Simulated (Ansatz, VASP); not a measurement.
One calculation of InSb, two programs

The input INCAR:

```
  PREC = Accurate
  ENCUT = 520
  EDIFF = 1E-6
  ISMEAR = 0
  SIGMA = 0.15
  LREAL = False
  LASPH = True
  NELM = 60
  ALGO = Normal
  ISIF = 2
  LWAVE = False
  LCHARG = False
  GGA = PE
  NBANDS = 16
```

KPOINTS

```
Automatic mesh
0
Gamma
  16 16 16
```

The input POSCAR:

```
InSb
1.0
   -2.8102500000      2.8102500000      1.6177544584
    2.8102500000     -2.8102500000      1.6177544584
    2.8102500000      2.8102500000     -1.6177544584
In Sb
1 1
Direct
    0.2500000000      0.7500000000      0.5000000000
    0.0000000000      0.0000000000      0.0000000000
```

Input for Ansatz:

```yaml
crystal:
  lattice:
    - [-2.81025, 2.81025, 1.6177544584]
    - [2.81025, -2.81025, 1.6177544584]
    - [2.81025, 2.81025, -1.6177544584]
  atoms:
    - { symbol: In, position: [0.25, 0.75, 0.5] }
    - { symbol: Sb, position: [0.0, 0.0, 0.0] }
basis:
  ecutwfc: 420
kpoints:
  mp_grid: { grid: [16, 16, 16] }
hamiltonian:
  xc: pbe
  pseudopotentials: { kind: paw, azcp: { folder: soft_1 } }
scf:
  occupations: { method: gaussian, width: 0.15 }
output:
  forces: true
  stress: true
  eigenvalues: true
  write_density: true
  write_potential: true
  elf: true
  volumetric_format: npy
```

Alike in both runs: task single point; functional PBE; k mesh 16 × 16 × 16; occupations gaussian, width 0.15 eV; no spin polarisation.

```csv
,VASP,Ansatz
version,VASP 6.6.1,Ansatz 0.2.0
potentials or method,"VASP PAW PBE potentials, release 64 (In_d, Sb), cutoff 520 eV","scalar-relativistic, plane waves, PAW"
valence electrons in the cell,18,28
```

|  | VASP | Ansatz | Ansatz less VASP |
| --- | --- | --- | --- |
| gap on the k mesh at the Fermi level (eV) | none | none | - |
| pressure (GPa) | 6.5 | 6.6 | +0.05 |
| traceless stress, the component that is largest in VASP (GPa) | -2.84 | -2.85 | -0.007 |

A gap of «none» marks a metal or a gap that the smearing closes. VASP's potentials hold 18 valence electrons a cell and Ansatz's 28, so a difference there can come from the potentials and not from the codes.

Neither program's run includes spin-orbit coupling.
